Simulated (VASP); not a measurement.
Set up this calculation in VASP 6.6.1, as the native input.

```
Task                   : single point
Functional             : PBEsol
Potentials or basis    : VASP PAW PBE potentials, release 64 (Cu)
Cutoff                 : 520 eV
k mesh                 : 18 × 18 × 14
Occupations            : gaussian, width 0.15 eV
Spin                   : no spin polarisation
Dipole correction      : no
Further INCAR settings : ALGO = Fast; EDIFF = 1e-06; NBANDS = 18
```

The structure of Cu lies in POSCAR:

```
Cu
1.0
    0.0000000000     -1.8075000000     -1.8075000000
    0.0000000000      1.8075000000     -1.8075000000
    3.6150000000      0.0000000000      0.0000000000
Cu
2
Direct
    0.4119784090      0.5000000000      0.5000000000
    0.0880215910      0.0000000000      0.0000000000
```

This cell differs from its parent crystal: atoms displaced along a vibrational mode.

One way to write it, as run:

INCAR

```
PREC = Accurate
ENCUT = 520
EDIFF = 1E-6
ISMEAR = 0
SIGMA = 0.15
LREAL = False
LASPH = True
NELM = 100
ALGO = Fast
ISIF = 2
LWAVE = False
LCHARG = True
GGA = PS
LELF = True
LVHAR = True
NBANDS = 18
```

KPOINTS

```
Automatic mesh
0
Gamma
  18 18 14
```

Potentials or basis: VASP PAW PBE potentials, release 64 (Cu).

The run is started by

```bash
$ cat potpaw_PBE.64/Cu/POTCAR > POTCAR
$ mpirun -np 1 vasp_std > vasp.out
```

Results of the run:

The pressure is 1.3 GPa. The largest force is 1.258 eV/Å. The band gap on the k mesh is zero (bands 11 and 12 overlap by 7.00 eV).

Caveat: the cell differs from its parent crystal (atoms displaced along a vibrational mode); the PAW data sets were made with another functional, which shifts forces and pressure a little.

Run time: 4.9 min on 1 thread of Intel(R) Xeon(R) Platinum 8259CL CPU @ 2.50GHz (Skylake/Cascade Lake), on a shared host, peak memory 0.37 GiB.
